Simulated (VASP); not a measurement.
A run of VASP 6.6.1:

The input INCAR:

```
PREC = Accurate
ENCUT = 520
EDIFF = 1E-6
ISMEAR = 0
SIGMA = 0.1
LREAL = False
LASPH = True
NELM = 100
ALGO = Normal
ISIF = 2
LWAVE = False
LCHARG = False
GGA = PE
NBANDS = 31
```

The input KPOINTS:

```
regular mesh
0
Gamma
  8 8 8
```

File POSCAR:

```
Au3ClO
1.0
    4.5527548759      0.0000000000      0.0000000000
    0.0000000000      4.5527548759      0.0000000000
    0.0000000000      0.0000000000      4.5527548759
Au Cl O
3 1 1
Direct
    0.0000000000      0.5000000000      0.5000000000
    0.5000000000      0.0000000000      0.5000000000
    0.5000000000      0.5000000000      0.0000000000
    0.0000000000      0.0000000000      0.0000000000
    0.5000000000      0.5000000000      0.5000000000
```

Potentials or basis: VASP PAW PBE potentials, release 64 (Au, Cl, O).

Command:

```console
$ cat potpaw_PBE.64/Au/POTCAR potpaw_PBE.64/Cl/POTCAR potpaw_PBE.64/O/POTCAR > POTCAR
$ mpirun -np 1 vasp_std > vasp.out
```

Hardware: 1 thread of Intel(R) Xeon(R) 6975P-C (Granite Rapids), with other jobs on the host.

Question: How long does it take, and how much memory?

Answer: Run time: 39 s on 1 thread of Intel(R) Xeon(R) 6975P-C (Granite Rapids) (shared host), peak memory 0.25 GiB. Counts: scf iterations 14, k points 35.
